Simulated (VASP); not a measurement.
# Sr2MgReO6 (I4/m) in VASP: single point with LDA

Aim: the single point of Sr2MgReO6 with LDA.

Program: VASP 6.6.1. These are calculated values, not measurements. Logs are shortened: lines on timing, memory, paths and dates and some standing lists are left out, and cuts for length are marked.

## Step 1: The cell of the first run

Symmetry: I4/m, No. 87, tetragonal system. Conventional cell: a = 5.444 Å, b = 5.444 Å, c = 7.805 Å, α = 90.00°, β = 90.00°, γ = 90.00°. Within 3.4 Å of Sr (site symmetry -4) lie 12 O at 2.56 to 2.94 Å and 4 Mg at 3.35 Å and 4 Re at 3.35 Å. Mg (site symmetry 4/m) has 6 O at 2.00 Å within 2.6 Å. Re (site symmetry 4/m) has 6 O at 1.89 to 1.90 Å within 2.5 Å. O (site symmetry 4) has 1 Re at 1.90 Å and 1 Mg at 2.00 Å within 2.5 Å. Within 2.7 Å of O (site symmetry m) lie 1 Re at 1.89 Å and 1 Mg at 2.00 Å and 2 Sr at 2.56 Å and 4 O at 2.67 to 2.68 Å.

## Step 2: Single point, LDA

Contents of INCAR:

```
SYSTEM = Sr2MgReO6
ALGO     = Normal         ! electronic algorithm
EDIFF    = 1E-6           ! SCF threshold, eV
ENCUT    = 840            ! plane-wave cutoff, eV
GGA      = CA             ! functional
GGA_COMPAT= .False.      
ISIF     = 2              ! what is computed and relaxed
ISMEAR   = -1             ! smearing method
LASPH    = .True.         ! aspherical terms in the spheres
LCHARG   = .True.         ! write CHGCAR
LELF     = .True.         ! ELF
LREAL    = .False.        ! projectors in reciprocal space
LVHAR    = .True.       
LWAVE    = .False.        ! write WAVECAR
NBANDS   = 52             ! bands
NELM     = 120            ! most SCF steps
PREC     = Accurate       ! precision mode
SIGMA    = 0.1            ! smearing width, eV
```

Contents of KPOINTS:

```
k-points
0
Gamma
  6 6 6
  0 0 0
```

Contents of POSCAR:

```
Sr2MgReO6
1.0
   -2.7220594176      2.7220594176      3.9024529046
    2.7220594176     -2.7220594176      3.9024529046
    2.7220594176      2.7220594176     -3.9024529046
Sr Mg Re O
2 1 1 6
Direct
    0.2500000000      0.7500000000      0.5000000000
    0.7500000000      0.2500000000      0.5000000000
    0.5000000000      0.5000000000      0.0000000000
    0.0000000000      0.0000000000      0.0000000000
    0.2432869007      0.2432869007      0.0000000000
    0.7567130993      0.7567130993      0.0000000000
    0.7220304611      0.7916942148      0.5137246759
    0.2779695389      0.2083057852      0.4862753241
    0.7916942148      0.2779695389      0.0696637537
    0.2083057852      0.7220304611      0.9303362463
```

Potentials or basis: VASP PAW LDA potentials, release 64 (Sr_sv, Mg_sv, Re_sv_GW, O).

Run with:

```sh
cat potpaw_LDA.64/Sr_sv/POTCAR potpaw_LDA.64/Mg_sv/POTCAR potpaw_LDA.64/Re_sv_GW/POTCAR potpaw_LDA.64/O/POTCAR > POTCAR
mpirun -np 1 vasp_std > vasp.out
```

OUTCAR:

```text
SYSTEM = Sr2MgReO6
   EDIFF = 1E-6
   ENCUT = 840
   GGA = CA
   ISIF = 2
   ISMEAR = -1
   LASPH = .True.
   LREAL = .False.
   NELM = 120
   PREC = Accurate

 ion  position               nearest neighbor table
   1  0.250  0.750  0.500-   9 2.56   8 2.56   7 2.56  10 2.56   6 2.72   5 2.72   6 2.72   5 2.72
                            10 2.94   9 2.94   8 2.94   7 2.94   4 3.35   4 3.35   3 3.35   3 3.35
   2  0.750  0.250  0.500-  10 2.56   8 2.56   7 2.56   9 2.56   6 2.72   5 2.72   6 2.72   5 2.72
                             9 2.94  10 2.94   7 2.94   8 2.94   3 3.35   4 3.35   4 3.35   3 3.35
   3  0.500  0.500  0.000-   9 2.00  10 2.00   7 2.00   8 2.00   6 2.00   5 2.00   1 3.35   2 3.35
                             1 3.35   2 3.35   2 3.35   1 3.35   2 3.35   1 3.35
   4  0.000  0.000  0.000-   9 1.89  10 1.89   7 1.89   8 1.89   5 1.90   6 1.90   2 3.35   1 3.35
                             2 3.35   1 3.35   1 3.35   2 3.35   1 3.35   2 3.35
   5  0.243  0.243  0.000-   4 1.90   3 2.00   2 2.72   1 2.72   1 2.72   2 2.72
   6  0.757  0.757  0.000-   4 1.90   3 2.00   1 2.72   2 2.72   2 2.72   1 2.72
   7  0.722  0.792  0.514-   4 1.89   3 2.00   1 2.56   2 2.56   1 2.94   2 2.94
   8  0.278  0.208  0.486-   4 1.89   3 2.00   2 2.56   1 2.56   1 2.94   2 2.94
   9  0.792  0.278  0.070-   4 1.89   3 2.00   1 2.56   2 2.56   2 2.94   1 2.94
  10  0.208  0.722  0.930-   4 1.89   3 2.00   2 2.56   1 2.56   1 2.94   2 2.94

  LATTYP: Found a body centered tetragonal cell.
 ALAT       =     5.4441188352
 C/A-ratio  =     1.4336398682

  Lattice vectors:

 A1 = (  -2.7220594176,   2.7220594176,   3.9024529046)
 A2 = (   2.7220594176,  -2.7220594176,   3.9024529046)
 A3 = (   2.7220594176,   2.7220594176,  -3.9024529046)

Analysis of symmetry for initial positions (statically):
=====================================================================
 Subroutine PRICEL returns:
 Original cell was already a primitive cell.

 Routine SETGRP: Setting up the symmetry group for a
 body centered tetragonal supercell.

 Subroutine GETGRP returns: Found  8 space group operations
 (whereof  8 operations were pure point group operations)
 out of a pool of 16 trial point group operations.

The static configuration has the point symmetry C_4h.

Analysis of symmetry for dynamics (positions and initial velocities):
=====================================================================
 Subroutine PRICEL returns:
 Original cell was already a primitive cell.

 Routine SETGRP: Setting up the symmetry group for a
 body centered tetragonal supercell.

 Subroutine GETGRP returns: Found  8 space group operations
 (whereof  8 operations were pure point group operations)
 out of a pool of 16 trial point group operations.

The dynamic configuration has the point symmetry C_4h.

[... 122 lines left out ...]
   POTIM  = 0.5000    time-step for ionic-motion
   TEBEG  =    0.0;   TEEND  =   0.0 temperature during run
   PSTRESS=    0.0 pullay stress
   NELECT =      81.0000    total number of electrons
   NUPDOWN=      -1.0000    fix difference up-down
   EMIN   =  10.00;   EMAX   =-10.00  energy-range for DOS
   EFERMI =   0.00;   METHOD = LEGACY
   ISMEAR =    -1;   SIGMA  =   0.10  broadening in eV -4-tet -1-fermi 0-gaus
   EFERMI_NEDOS =   21; number of points for ismear=-14 and -15
   IALGO  =     38    algorithm
   IMIX   =      4    mixing-type and parameters
     AMIX     =   0.40;   BMIX     =  1.00
     AMIX_MAG =   1.60;   BMIX_MAG =  1.00
  volume/ion in A,a.u.               =      11.57        78.05
  Fermi-wavevector in a.u.,A,eV,Ry     =   1.453803  2.747289 28.756499  2.113543
  Thomas-Fermi vector in A             =   2.571027
   LORBIT       =      0    0 simple, 1 ext, 2 COOP (PROOUT), +10 PAW based schemes
   GGA     = CA    functional components
   LHFCALC =     F    Hartree Fock is set to
   AEXX    =    0.0000 exact exchange contribution
   IVDW    =     0    specifies the selected vdW correction
   LEPSILON=     F    determine dielectric tensor
   LRPA    =     F    only Hartree local field effects (RPA)
 non-spin polarized calculation
  energy-cutoff  :      840.00
  volume of cell :      115.66
 maximum number of plane-waves:      6436
 NGX is ok and might be reduce to    54
   NGX = 25   NGY = 25   NGZ = 25

 number of electron      80.9999994 magnetization

 Free energy of the ion-electron system (eV)
  ---------------------------------------------------
  ext. energy  EPLUGINS =         0.00000000
  ---------------------------------------------------
  free energy    TOTEN  =       -81.54094996 eV

  energy without entropy =      -81.40202033  energy(sigma->0) =      -81.47148514

 E-fermi :   5.9584     XC(G=0): -11.9179

 val. band max:        5.9504419225   @ k =  -0.3333   0.3333  -0.1667
 cond. band min:       5.9691427268   @ k =   0.1667  -0.0000   0.0000
 fundamental gap:      0.0187008042
 Fermi energy:         5.9583786201

 k-point     1 :       0.0000    0.0000    0.0000
  band No.  band energies     occupation
      1     -76.4885      2.00000
      2     -67.4311      2.00000
      3     -38.6371      2.00000
      4     -38.6371      2.00000
      5     -38.6031      2.00000
      6     -34.9469      2.00000
[... 1309 lines left out ...]
     51      12.1854      0.00000
     52      12.3335      0.00000

 [... further k-points ...]
[... 5 lines left out ...]
  --------------------------------------------------------------------------------------
  -------------------------------------------------------------------------------------
  Total        2.3461544      2.3461544      2.4013685      0.0000000      0.0000000      0.0000000
  in kB       32.4993226     32.4993226     33.2641571      0.0000004      0.0000000      0.0000000
  external PRESSURE =      32.7542674 kB  Pullay stress =       0.0000000 kB

 VOLUME and BASIS-vectors are now :
 -----------------------------------------------------------------------------
  energy-cutoff  :      840.00
  volume of cell :      115.66
      direct lattice vectors                 reciprocal lattice vectors
    -2.722059418  2.722059418  3.902452905     0.000000000  0.183684455  0.128124544
     2.722059418 -2.722059418  3.902452905     0.183684455  0.000000000  0.128124544
     2.722059418  2.722059418 -3.902452905     0.183684455  0.183684455  0.000000000

 POSITION                                       TOTAL-FORCE (eV/Angst)
 -----------------------------------------------------------------------------------
      2.72206      0.00000      1.95123         0.000000      0.000000     -0.000000
      0.00000      2.72206      1.95123        -0.000000      0.000000     -0.000000
      0.00000      0.00000      3.90245         0.000000      0.000000     -0.000000
      0.00000      0.00000      0.00000         0.000000      0.000000     -0.000000
      0.00000      0.00000      1.89883        -0.000000      0.000000      0.091652
      0.00000      0.00000      5.90607        -0.000000      0.000000     -0.091652
      1.58802      1.20876      3.90245        -0.064945     -0.063626     -0.000000
      1.13404      1.51330      0.00000         0.064945      0.063626      0.000000
     -1.20876      1.58802      3.90245         0.063626     -0.064945     -0.000000
      3.93082      1.13404     -0.00000        -0.063626      0.064945     -0.000000
 -----------------------------------------------------------------------------------
    total drift:                                0.000000      0.000000      0.000000

  FREE ENERGIE OF THE ION-ELECTRON SYSTEM (eV)
  ---------------------------------------------------
  free  energy   TOTEN  =       -81.5409499604 eV

  energy  without entropy=      -81.4020203288  energy(sigma->0) =      -81.47148514
```

Wall time 13 min (1 thread of Intel Xeon Platinum 8259CL at 2.50GHz (Skylake/Cascade Lake), shared host); peak memory 0.6 GiB.

Results:

```yaml
Free_energy: -81.5409 eV
Pressure: 3.3 GPa
Largest_force: 0.092 eV/Å
Band_gap_on_the_k_mesh: zero (an odd number of electrons rules out a gap without spin polarisation)
```

Forces on the atoms (eV/Å):
```
Sr   0.000  0.000  0.000
Sr   0.000  0.000  0.000
Mg   0.000  0.000  0.000
Re   0.000  0.000  0.000
O    0.000  0.000  0.092
O    0.000  0.000 -0.092
O   -0.065 -0.064  0.000
O    0.065  0.064  0.000
O    0.064 -0.065  0.000
O   -0.064  0.065  0.000
```

Levels at points of the mesh, in eV from the Fermi level:
| k point | band 37 | band 38 | band 39 | band 40 | band 41 | band 42 | band 43 | band 44 |
| --- | --- | --- | --- | --- | --- | --- | --- | --- |
| (0.00, 0.00, 0.00) | -2.94 | -2.83 | -2.55 | -2.55 | -0.14 | -0.14 | -0.07 | 2.93 |
| (0.50, 0.00, 0.00) | -3.22 | -3.13 | -3.08 | -2.97 | 0.15 | 0.28 | 0.46 | 4.99 |
| (0.50, 0.50, 0.00) | -3.72 | -3.35 | -3.34 | -2.57 | -0.39 | 0.87 | 0.91 | 4.43 |
| (0.50, 0.50, 0.50) | -3.95 | -3.22 | -3.22 | -2.63 | -0.33 | 0.93 | 0.93 | 4.33 |

Caveat: the cell stands under pressure; spin-orbit coupling is left out, which moves the levels of the heavy elements; an odd number of electrons without spin polarisation forces a metal; a magnetic or distorted state may lie lower.
